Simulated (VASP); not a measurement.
# SiO2: single point with LDA

The system is SiO2.

```xyz
6
Lattice="4.0984 0.0000 0.0000 0.0000 4.0984 0.0000 0.0000 0.0000 2.8230" Properties=species:S:1:pos:R:3 pbc="T T T"
Si    2.0492    2.0492    1.4115
Si    0.0000    0.0000    0.0000
O     2.8460    2.8460    0.0000
O     0.7968    3.3016    1.4115
O     1.2524    1.2524    0.0000
O     3.3016    0.7968    1.4115
```

| Item | Value |
| --- | --- |
| Program | VASP 6.6.1 |
| Task | single point |
| Functional | LDA |
| Potentials or basis | VASP PAW LDA potentials, release 64 (Si, O_h) |
| Cutoff | 910 eV |
| k mesh | 6 × 6 × 10 |
| Occupations | gaussian, width 0.05 eV |
| Spin | no spin polarisation |

```
Pressure               : -11.5 GPa
Largest force          : 0.262 eV/Å
Band gap on the k mesh : 4.98 eV
```

Forces in eV/Å, atoms in the order of the input:
```
Si   0.000  0.000  0.000
Si   0.000  0.000  0.000
O    0.185  0.185  0.000
O    0.185 -0.185  0.000
O   -0.185 -0.185  0.000
O   -0.185  0.185  0.000
```

Stress tensor (GPa, compression positive):
```
 -1.09   0.00   0.00
  0.00  -1.09   0.00
  0.00   0.00 -32.39
```

Levels at points of the mesh, in eV from the valence-band top:
```
           k point  band 14  band 15  band 16  band 17  band 18  band 19
(0.00, 0.00, 0.00)    -0.77    -0.77     0.00     4.98     5.39     7.19
(0.50, 0.00, 0.00)    -2.84    -0.96    -0.96     6.80     6.80     7.88
(0.50, 0.50, 0.00)    -2.88    -1.95    -1.95     6.47     6.47     9.00
(0.00, 0.00, 0.50)    -3.25    -2.54    -2.54     8.82     8.82    12.00
(0.50, 0.00, 0.50)    -2.05    -1.64    -1.64     8.58     8.58    10.22
(0.50, 0.50, 0.50)    -1.49    -1.42    -1.42     7.04     7.04    10.96
```

Wall time 49 s on 1 thread of Intel(R) Xeon(R) 6975P-C (Granite Rapids), with other jobs on the host, peak memory 0.25 GiB.

Caveat: the cutoff is under 1.25 times the usual one of these potentials, so pressure, stress and relaxed cells hold a basis-set (Pulay) error; the cell stands under tension. A k mesh can miss the band edges.
